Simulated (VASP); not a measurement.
A run of VASP 6.6.1 is set up as follows.

File INCAR:

```
SYSTEM = GaSb
  ALGO = Normal
  EDIFF = 1E-6
  ENCUT = 520
  GGA = PS
  ISIF = 2
  ISMEAR = 0
  LASPH = .True.
  LCHARG = .True.
  LELF = .True.
  LREAL = .False.
  LVHAR = .True.
  LWAVE = .False.
  NBANDS = 16
  NELM = 80
  PREC = Accurate
  SIGMA = 0.15
```

KPOINTS

```
k-points
0
Gamma
  18 18 18
  0 0 0
```

The input POSCAR:

```
GaSb
1.0
    0.0000000000      2.9028333923      3.1320044496
    2.9028333923      0.0000000000      3.1320044496
    2.9028333923      2.9028333923      0.0000000000
Ga Sb
1 1
Direct
    0.0000000000      0.0000000000      0.0000000000
    0.7500000000      0.7500000000      0.7500000000
```

Potentials or basis: VASP PAW PBE potentials, release 64 (Ga_d, Sb).

The run is started by

```bash
$ cat potpaw_PBE.64/Ga_d/POTCAR potpaw_PBE.64/Sb/POTCAR > POTCAR
$ mpirun -np 1 vasp_std > vasp.out
```

**Question.** What does it give for the pressure?

**Answer.** 4.9 GPa.

**Question.** Estimate the band gap on the k mesh.

**Answer.** 0.25 eV (least direct gap 0.36 eV).

Stress tensor (GPa, compression positive):
```
6.21 0.00 0.00
0.00 6.21 0.00
0.00 0.00 2.24
```

Caveat: the cell differs from its parent crystal (strain -0.050 along x and y, +0.025 along z); the cell stands under pressure; semilocal functionals underestimate gaps, and a narrow one can read as zero; the PAW data sets were made with another functional, which shifts forces and pressure a little; spin-orbit coupling is left out, which moves the levels of the heavy elements. A k mesh can miss the band edges.
